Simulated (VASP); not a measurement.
TePb:

```
CELL_PARAMETERS angstrom
0.00000 3.26784 3.26784
3.26784 0.00000 3.26784
3.26784 3.26784 0.00000
ATOMIC_POSITIONS crystal
Pb 0.00000 0.00000 0.00000
Te 0.50000 0.50000 0.50000
```

Base run:

| Property | Result |
| --- | --- |
| Program | VASP 6.6.1 |
| Functional | r2SCAN |
| Potentials or basis | VASP PAW PBE potentials, release 64 (Pb_d, Te) |
| Cutoff | 550 eV |
| k mesh | 6 × 6 × 6 |
| Occupations | gaussian, width 0.01 eV |
| Spin | no spin polarisation |

Its results: band gap on the k mesh 1.09 eV; pressure 0.0 GPa.

Task: After a change of settings the same cell gave: band gap on the k mesh 0.80 eV; pressure 0.6 GPa. Which change was it?
A. functional from r2SCAN to PBE; cutoff from 550 eV to 500 eV; further incar settings from ALGO = Normal; EDIFF = 1e-06; NBANDS = 17 to ALGO = Normal; EDIFF = 1e-06; NBANDS = 17; ISYM = 0
B. functional from r2SCAN to PBE; cutoff from 550 eV to 500 eV; k mesh from 6 × 6 × 6 to 2 × 2 × 2
C. functional from r2SCAN to PBEsol; cutoff from 550 eV to 500 eV
D. functional from r2SCAN to PBE; cutoff from 550 eV to 500 eV; dispersion from none to D3(BJ)

Result: A.

Caveats: the structure was generated, so it needn't be the stable form of TePb; spin-orbit coupling is left out, which moves the levels of the heavy elements; the PAW data sets were made with another functional, which shifts forces and pressure a little (at least some runs).
